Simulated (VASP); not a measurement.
# As (P6_3/mmc) in VASP: notebook

Runs on As. Level: PBE. Tasks: single point, relaxation of cell and atoms.

Everything below comes from runs of VASP 6.6.1. Logs are shortened: lines on timing, memory, paths and dates and some standing lists are left out, and cuts for length are marked.

**1. The cell of the first run**

Symmetry: P6_3/mmc, No. 194, hexagonal system. The conventional cell has a = 3.832 Å, b = 3.832 Å, c = 6.323 Å, α = 90.00°, β = 90.00°, γ = 120.00°. Within 3.1 Å of As (site symmetry 3m) lie 4 As at 2.35 to 2.37 Å.

This isn't the form of As at room conditions, which is rhombohedral.

**2. Single point, PBE**

Input file INCAR:

```
SYSTEM = As
ALGO = Normal
EDIFF = 1E-6
ENCUT = 520
GGA = PE
ISIF = 2
ISMEAR = 0
LASPH = .TRUE.
LCHARG = .FALSE.
LREAL = .FALSE.
LWAVE = .FALSE.
NBANDS = 18
NELM = 60
PREC = Accurate
SIGMA = 0.1
```

Input file KPOINTS:

```
k-points
0
G
  6 6 4
  0 0 0
```

Input file POSCAR:

```
As
1.0
    3.8322932247      0.0000000000      0.0000000000
   -1.9161466124      3.3188632874      0.0000000000
    0.0000000000      0.0000000000      6.3232838208
As
4
Direct
    0.3333333333      0.6666666667      0.4375000000
    0.6666666667      0.3333333333      0.9375000000
    0.6666666667      0.3333333333      0.5625000000
    0.3333333333      0.6666666667      0.0625000000
```

Potentials or basis: VASP PAW PBE potentials, release 64 (As).

Command:

```
$ cat potpaw_PBE.64/As/POTCAR > POTCAR
$ mpirun -np 1 vasp_std > vasp.out
```

OUTCAR:

```text
SYSTEM = As
   EDIFF = 1E-6
   ENCUT = 520
   GGA = PE
   ISIF = 2
   ISMEAR = 0
   LASPH = .TRUE.
   LREAL = .FALSE.
   NELM = 60
   PREC = Accurate

 ion  position               nearest neighbor table
   1  0.333  0.667  0.438-   3 2.35   3 2.35   3 2.35   4 2.37
   2  0.667  0.333  0.938-   4 2.35   4 2.35   4 2.35   3 2.37
   3  0.667  0.333  0.562-   1 2.35   1 2.35   1 2.35   2 2.37
   4  0.333  0.667  0.062-   2 2.35   2 2.35   2 2.35   1 2.37

  LATTYP: Found a hexagonal cell.
 ALAT       =     3.8322932247
 C/A-ratio  =     1.6500000000

  Lattice vectors:

 A1 = (   3.8322932247,   0.0000000000,   0.0000000000)
 A2 = (  -1.9161466124,   3.3188632874,   0.0000000000)
 A3 = (   0.0000000000,   0.0000000000,   6.3232838208)

Analysis of symmetry for initial positions (statically):
=====================================================================
 Subroutine PRICEL returns:
 Original cell was already a primitive cell.

 Routine SETGRP: Setting up the symmetry group for a
 hexagonal supercell.

 Subroutine GETGRP returns: Found 24 space group operations
 (whereof 12 operations were pure point group operations)
 out of a pool of 24 trial point group operations.

The static configuration has the point symmetry D_3d.
 The point group associated with its full space group is D_6h.

Analysis of symmetry for dynamics (positions and initial velocities):
=====================================================================
 Subroutine PRICEL returns:
 Original cell was already a primitive cell.

 Routine SETGRP: Setting up the symmetry group for a
 hexagonal supercell.

 Subroutine GETGRP returns: Found 24 space group operations
 (whereof 12 operations were pure point group operations)
 out of a pool of 24 trial point group operations.

The dynamic configuration has the point symmetry D_3d.
 The point group associated with its full space group is D_6h.

 Subroutine INISYM returns: Found 24 space group operations
 (whereof 12 operations are pure point group operations),
 and found     1 'primitive' translations

----------------------------------------------------------------------------------------

                                     Primitive cell

  volume of cell :      80.4249

  direct lattice vectors                    reciprocal lattice vectors
     3.832293225  0.000000000  0.000000000     0.260940367  0.150653991  0.000000000
    -1.916146612  3.318863287  0.000000000     0.000000000  0.301307982  0.000000000
     0.000000000  0.000000000  6.323283821     0.000000000  0.000000000  0.158145677

  length of vectors
     3.832293225  3.832293225  6.323283821     0.301307982  0.301307982  0.158145677

  position of ions in fractional coordinates (direct lattice)
     0.333333333  0.666666667  0.437500000
     0.666666667  0.333333333  0.937500000
     0.666666667  0.333333333  0.562500000
     0.333333333  0.666666667  0.062500000

  ion indices of the primitive-cell ions
   primitive index   ion index
                 1           1
                 2           2
                 3           3
                 4           4

----------------------------------------------------------------------------------------

 KPOINTS: k-points

Automatic generation of k-mesh.
 Grid dimensions read from file:
 generate k-points for:    6    6    4

 Generating k-lattice:

  Cartesian coordinates                     Fractional coordinates (reciprocal lattice)
     0.043490061  0.025108999  0.000000000     0.166666667 -0.000000000  0.000000000
     0.000000000  0.050217997  0.000000000     0.000000000  0.166666667  0.000000000
     0.000000000  0.000000000  0.039536419     0.000000000  0.000000000  0.250000000

  Length of vectors
     0.050217997  0.050217997  0.039536419

  Shift w.r.t. Gamma in fractional coordinates (k-lattice)
     0.000000000  0.000000000  0.000000000

 Subroutine IBZKPT returns following result:
 ===========================================

 Found     21 irreducible k-points:

 Following reciprocal coordinates:
            Coordinates               Weight
  0.000000  0.000000  0.000000      1.000000
  0.166667 -0.000000  0.000000      6.000000
  0.333333 -0.000000  0.000000      6.000000
  0.500000  0.000000  0.000000      3.000000
  0.166667  0.166667  0.000000      6.000000
  0.333333  0.166667  0.000000     12.000000
[... 13 lines left out ...]
  0.333333  0.166667  0.500000     12.000000
  0.333333  0.333333  0.500000      2.000000
   k-points           NKPTS =     21   k-points in BZ     NKDIM =     21   number of bands    NBANDS=     18
   number of dos      NEDOS =    301   number of ions     NIONS =      4
   total plane-waves  NPLWV =  43200
   dimension x,y,z NGX =    30 NGY =   30 NGZ =   48
   dimension x,y,z NGXF=    60 NGYF=   60 NGZF=   96
   ions per type =               4
   NGX,Y,Z   is equivalent  to a cutoff of  13.01, 13.01, 12.62 a.u.
   NGXF,Y,Z  is equivalent  to a cutoff of  26.03, 26.03, 25.24 a.u.
 SYSTEM =  As
   PREC   = accura    normal or accurate (medium, high low for compatibility)
   ISTART =      0    job   : 0-new  1-cont  2-samecut
   ICHARG =      2    charge: 1-file 2-atom 10-const
   ISPIN  =      1    spin polarized calculation?
   LNONCOLLINEAR =      F non collinear calculations
   LSORBIT =      F    spin-orbit coupling
   LASPH  =      T    aspherical Exc in radial PAW
   ENCUT  =  520.0 eV  38.22 Ry    6.18 a.u.   7.13  7.13 11.76*2*pi/ulx,y,z
   NELM   =     60;   NELMIN=  2; NELMDL= -5     # of ELM steps
   EDIFF  = 0.1E-05   stopping-criterion for ELM
   LREAL  =      F    real-space projection
   EDIFFG = 0.1E-04   stopping-criterion for IOM
   NSW    =      0    number of steps for IOM
   IBRION =     -1    ionic relax: 0-MD 1-quasi-New 2-CG
   NFREE  =      0    steps in history (QN), initial steepest desc. (CG)
   ISIF   =      2    stress and relaxation
   ISYM   =      2    0-nonsym 1-usesym 2-fastsym
   POTIM  = 0.5000    time-step for ionic-motion
   TEBEG  =    0.0;   TEEND  =   0.0 temperature during run
   PSTRESS=    0.0 pullay stress
   NELECT =      20.0000    total number of electrons
   NUPDOWN=      -1.0000    fix difference up-down
   EMIN   =  10.00;   EMAX   =-10.00  energy-range for DOS
   EFERMI =   0.00;   METHOD = LEGACY
   ISMEAR =     0;   SIGMA  =   0.10  broadening in eV -4-tet -1-fermi 0-gaus
   EFERMI_NEDOS =   21; number of points for ismear=-14 and -15
   IALGO  =     38    algorithm
   IMIX   =      4    mixing-type and parameters
     AMIX     =   0.40;   BMIX     =  1.00
     AMIX_MAG =   1.60;   BMIX_MAG =  1.00
  volume/ion in A,a.u.               =      20.11       135.68
  Fermi-wavevector in a.u.,A,eV,Ry     =   1.029488  1.945450 14.420071  1.059845
  Thomas-Fermi vector in A             =   2.163538
   LORBIT       =      0    0 simple, 1 ext, 2 COOP (PROOUT), +10 PAW based schemes
   GGA     = PE    functional components
   LHFCALC =     F    Hartree Fock is set to
   AEXX    =    0.0000 exact exchange contribution
   IVDW    =     0    specifies the selected vdW correction
   LEPSILON=     F    determine dielectric tensor
   LRPA    =     F    only Hartree local field effects (RPA)
 non-spin polarized calculation
 Gauss-broadening in eV      SIGMA  =   0.10
  energy-cutoff  :      520.00
  volume of cell :       80.42
 maximum number of plane-waves:      2208
 NGX is ok and might be reduce to    30
   NGX = 15   NGY = 15   NGZ = 23

 number of electron      19.9999994 magnetization

 Free energy of the ion-electron system (eV)
  ---------------------------------------------------
  ext. energy  EPLUGINS =         0.00000000
  ---------------------------------------------------
  free energy    TOTEN  =       -14.94449957 eV

  energy without entropy =      -14.93621639  energy(sigma->0) =      -14.94035798

 E-fermi :   6.8333     XC(G=0): -10.0951

 val. band max:        6.6159476000   @ k =   0.3333   0.3333   0.2500
 cond. band min:       6.8699166034   @ k =   0.3333   0.1667   0.0000
 fundamental gap:      0.2539690034
 Fermi energy:         6.8333344824

 k-point     1 :       0.0000    0.0000    0.0000
  band No.  band energies     occupation
      1     -10.1738      2.00000
      2      -8.1602      2.00000
      3      -4.4459      2.00000
      4       2.1068      2.00000
      5       2.1068      2.00000
      6       2.8177      2.00000
[... 10 lines left out ...]
     17      12.4424      0.00000
     18      12.4424      0.00000

 k-point     2 :       0.1667   -0.0000    0.0000
  band No.  band energies     occupation
      1      -9.8644      2.00000
      2      -7.8332      2.00000
      3      -4.5489      2.00000
      4       0.1574      2.00000
      5       0.3233      2.00000
      6       1.5942      2.00000
[... 10 lines left out ...]
     17      12.1988      0.00000
     18      12.5286      0.00000

 k-point     3 :       0.3333   -0.0000    0.0000
  band No.  band energies     occupation
      1      -8.9971      2.00000
      2      -6.9042      2.00000
      3      -5.3586      2.00000
      4      -2.3384      2.00000
      5      -0.9382      2.00000
      6       0.8654      2.00000
[... 10 lines left out ...]
     17      12.2240      0.00000
     18      12.7011      0.00000

 k-point     4 :       0.5000    0.0000    0.0000
  band No.  band energies     occupation
      1      -8.1716      2.00000
      2      -6.3518      2.00000
      3      -5.9920      2.00000
      4      -3.8554      2.00000
      5      -0.8302      2.00000
      6       0.5783      2.00000
[... 10 lines left out ...]
     17      13.6498      0.00000
     18      14.9005      0.00000

 k-point     5 :       0.1667    0.1667    0.0000
  band No.  band energies     occupation
      1      -9.2686      2.00000
      2      -7.1974      2.00000
      3      -5.0211      2.00000
      4      -1.5980      2.00000
      5      -0.6597      2.00000
      6       0.4271      2.00000
[... 10 lines left out ...]
     17      12.2176      0.00000
     18      12.3951      0.00000

 k-point     6 :       0.3333    0.1667    0.0000
  band No.  band energies     occupation
      1      -8.2413      2.00000
      2      -6.1749      2.00000
      3      -6.0725      2.00000
      4      -3.5891      2.00000
      5      -0.7981      2.00000
      6      -0.1771      2.00000
[... 10 lines left out ...]
     17      12.4221      0.00000
     18      13.9962      0.00000

 k-point     7 :       0.3333    0.3333    0.0000
  band No.  band energies     occupation
      1      -7.2023      2.00000
      2      -7.2023      2.00000
      3      -4.8767      2.00000
      4      -4.8767      2.00000
      5      -1.1965      2.00000
      6       0.2856      2.00000
[... 10 lines left out ...]
     17      11.8980      0.00000
     18      11.8980      0.00000

 k-point     8 :       0.0000    0.0000    0.2500
  band No.  band energies     occupation
      1      -9.9813      2.00000
      2      -8.6463      2.00000
      3      -3.5724      2.00000
      4       0.6810      2.00000
      5       2.2694      2.00000
      6       2.2694      2.00000
[... 10 lines left out ...]
     17      12.3189      0.00000
     18      12.9969      0.00000
[... 166 lines left out ...]
     17      13.4259      0.00000
     18      13.4259      0.00000

 k-point    17 :       0.3333   -0.0000    0.5000
  band No.  band energies     occupation
      1      -8.2730      2.00000
      2      -8.2730      2.00000
      3      -3.7649      2.00000
      4      -3.7649      2.00000
      5       0.8953      2.00000
      6       0.8953      2.00000
[... 10 lines left out ...]
     17      13.3576      0.00000
     18      13.3576      0.00000

 k-point    18 :       0.5000    0.0000    0.5000
  band No.  band energies     occupation
      1      -7.5279      2.00000
      2      -7.5279      2.00000
      3      -4.9491      2.00000
      4      -4.9491      2.00000
      5       1.0984      2.00000
      6       1.0984      2.00000
[... 10 lines left out ...]
     17      15.1721      0.00000
     18      15.1721      0.00000

 k-point    19 :       0.1667    0.1667    0.5000
  band No.  band energies     occupation
      1      -8.5351      2.00000
      2      -8.5351      2.00000
      3      -3.2186      2.00000
      4      -3.2186      2.00000
      5       0.9915      2.00000
      6       0.9915      2.00000
[... 10 lines left out ...]
     17      13.8147      0.00000
     18      13.8147      0.00000

 k-point    20 :       0.3333    0.1667    0.5000
  band No.  band energies     occupation
      1      -7.5813      2.00000
      2      -7.5813      2.00000
      3      -4.7384      2.00000
      4      -4.7384      2.00000
      5       0.2110      2.00000
      6       0.2110      2.00000
[... 10 lines left out ...]
     17      14.3928      0.00000
     18      14.3928      0.00000

 k-point    21 :       0.3333    0.3333    0.5000
  band No.  band energies     occupation
      1      -7.0220      2.00000
      2      -7.0220      2.00000
      3      -5.3464      2.00000
      4      -5.3464      2.00000
      5      -0.5055      2.00000
      6      -0.5055      2.00000
[... 10 lines left out ...]
     17      12.3461      0.00000
     18      12.3461      0.00000

------------------------ aborting loop because EDIFF is reached ----------------------------------------

  FORCE on cell =-STRESS in cart. coord.  units (eV):
  Direction    XX          YY          ZZ          XY          YZ          ZX
  --------------------------------------------------------------------------------------
  -------------------------------------------------------------------------------------
  Total       17.7606113     17.7606113     15.3251429     -0.0000000      0.0000000     -0.0000000
  in kB      353.8162075    353.8162075    305.2982720     -0.0000000      0.0000000     -0.0000000
  external PRESSURE =     337.6435623 kB  Pullay stress =       0.0000000 kB

 VOLUME and BASIS-vectors are now :
 -----------------------------------------------------------------------------
  energy-cutoff  :      520.00
  volume of cell :       80.42
      direct lattice vectors                 reciprocal lattice vectors
     3.832293225  0.000000000  0.000000000     0.260940367  0.150653991  0.000000000
    -1.916146612  3.318863287  0.000000000     0.000000000  0.301307982  0.000000000
     0.000000000  0.000000000  6.323283821     0.000000000  0.000000000  0.158145677

 POSITION                                       TOTAL-FORCE (eV/Angst)
 -----------------------------------------------------------------------------------
     -0.00000      2.21258      2.76644         0.000000     -0.000000     -0.445848
      1.91615      1.10629      5.92808         0.000000      0.000000     -0.445848
      1.91615      1.10629      3.55685         0.000000     -0.000000      0.445848
     -0.00000      2.21258      0.39521        -0.000000      0.000000      0.445848
 -----------------------------------------------------------------------------------
    total drift:                               -0.000000      0.000000      0.000000

  FREE ENERGIE OF THE ION-ELECTRON SYSTEM (eV)
  ---------------------------------------------------
  free  energy   TOTEN  =       -14.9444995669 eV

  energy  without entropy=      -14.9362163929  energy(sigma->0) =      -14.94035798
```

It took 31 s on 1 thread of Intel Xeon 8259CL, shared host; peak memory 0.19 GiB.

Results:

```
Free energy            : -14.9445 eV
Pressure               : 33.8 GPa
Largest force          : 0.446 eV/Å
Band gap on the k mesh : zero (bands 10 and 11 overlap by 1.93 eV)
```

Forces in eV/Å, atoms in the order of the input:
```
As   0.000  0.000 -0.446
As   0.000  0.000 -0.446
As   0.000  0.000  0.446
As   0.000  0.000  0.446
```

Levels at points of the mesh, in eV from the Fermi level:
| k point | band 8 | band 9 | band 10 | band 11 | band 12 | band 13 |
| --- | --- | --- | --- | --- | --- | --- |
| (0.00, 0.00, 0.00) | -3.28 | -3.21 | -3.21 | -0.32 | -0.32 | 0.04 |
| (0.50, 0.00, 0.00) | -4.71 | -2.06 | -1.31 | 1.30 | 1.35 | 1.71 |
| (0.00, 0.00, 0.50) | -4.11 | -2.51 | -2.51 | 0.82 | 0.82 | 0.82 |
| (0.50, 0.00, 0.50) | -5.61 | -2.29 | -2.29 | -0.28 | -0.28 | 3.70 |

Caveat: the cell stands under pressure.

**3. Single point, PBE**

This run uses another cell than the first one, of 26.56 Å³/atom.

Input file INCAR:

```
SYSTEM = As
PREC = Accurate ; ENCUT = 520
EDIFF = 1E-7 ; ISMEAR = 0
SIGMA = 0.1 ; LREAL = .False.
LASPH = .True. ; NELM = 100
ALGO = Normal ; ISIF = 2
LWAVE = .False. ; LCHARG = .True.
GGA = PE ; LELF = .True.
LVHAR = .True. ; NBANDS = 18
```

Input file KPOINTS:

```
Automatic mesh
0
Gamma
  6 6 4
  0 0 0
```

Input file POSCAR:

```
As
1.0
    4.6154885701      0.0000000000      0.0000000000
   -2.3077442851      3.9971303525      0.0000000000
    0.0000000000      0.0000000000      5.7580954540
As
4
Direct
    0.3333333333      0.6666666667      0.4656592468
    0.6666666667      0.3333333333      0.9656592468
    0.6666666667      0.3333333333      0.5343407532
    0.3333333333      0.6666666667      0.0343407532
```

Potentials or basis: VASP PAW PBE potentials, release 64 (As).

Command:

```
$ cat potpaw_PBE.64/As/POTCAR > POTCAR
$ mpirun -np 1 vasp_std > vasp.out
```

OUTCAR:

```text
SYSTEM = As
   PREC = Accurate
   ENCUT = 520
   EDIFF = 1E-7
   ISMEAR = 0
   LREAL = .False.
   LASPH = .True.
   NELM = 100
   ISIF = 2
   GGA = PE

 ion  position               nearest neighbor table
   1  0.333  0.667  0.466-   4 2.48   3 2.69   3 2.69   3 2.69
   2  0.667  0.333  0.966-   3 2.48   4 2.69   4 2.69   4 2.69
   3  0.667  0.333  0.534-   2 2.48   1 2.69   1 2.69   1 2.69
   4  0.333  0.667  0.034-   1 2.48   2 2.69   2 2.69   2 2.69

  LATTYP: Found a hexagonal cell.
 ALAT       =     4.6154885701
 C/A-ratio  =     1.2475592489
[... 635 lines left out ...]
  Direction    XX          YY          ZZ          XY          YZ          ZX
  --------------------------------------------------------------------------------------
  -------------------------------------------------------------------------------------
  Total        0.2869022      0.2869022      0.3371360     -0.0000000      0.0000000      0.0000000
  in kB        4.3271272      4.3271272      5.0847645     -0.0000000      0.0000000      0.0000000
  external PRESSURE =       4.5796730 kB  Pullay stress =       0.0000000 kB

 VOLUME and BASIS-vectors are now :
 -----------------------------------------------------------------------------
  energy-cutoff  :      520.00
  volume of cell :      106.23
      direct lattice vectors                 reciprocal lattice vectors
     4.615488570  0.000000000  0.000000000     0.216661787  0.125089741  0.000000000
    -2.307744285  3.997130353  0.000000000     0.000000000  0.250179482  0.000000000
     0.000000000  0.000000000  5.758095454     0.000000000  0.000000000  0.173668535

 POSITION                                       TOTAL-FORCE (eV/Angst)
 -----------------------------------------------------------------------------------
     -0.00000      2.66475      2.68131        -0.000000     -0.000000      0.031675
      2.30774      1.33238      5.56036         0.000000      0.000000      0.031675
      2.30774      1.33238      3.07679         0.000000      0.000000     -0.031675
     -0.00000      2.66475      0.19774        -0.000000      0.000000     -0.031675
 -----------------------------------------------------------------------------------
    total drift:                               -0.000000     -0.000000     -0.000000

  FREE ENERGIE OF THE ION-ELECTRON SYSTEM (eV)
  ---------------------------------------------------
  free  energy   TOTEN  =       -18.0657410131 eV

  energy  without entropy=      -18.0608936781  energy(sigma->0) =      -18.06331735
```

Run time: 47 s. Hardware: 1 thread of Intel Xeon 8259CL, shared host; peak memory 0.23 GiB.

What came out:

| Item | Value |
| --- | --- |
| Free energy | -18.0657 eV |
| Pressure | 0.5 GPa |
| Largest force | 0.032 eV/Å |
| Band gap on the k mesh | zero (bands 10 and 11 overlap by 0.50 eV) |

Forces on the atoms (eV/Å):
```
As   0.000  0.000  0.032
As   0.000  0.000  0.032
As   0.000  0.000 -0.032
As   0.000  0.000 -0.032
```

(Part 1 of 2 ends here.)

The gap in the log of VASP goes by the Fermi energy; the results here count the filled bands.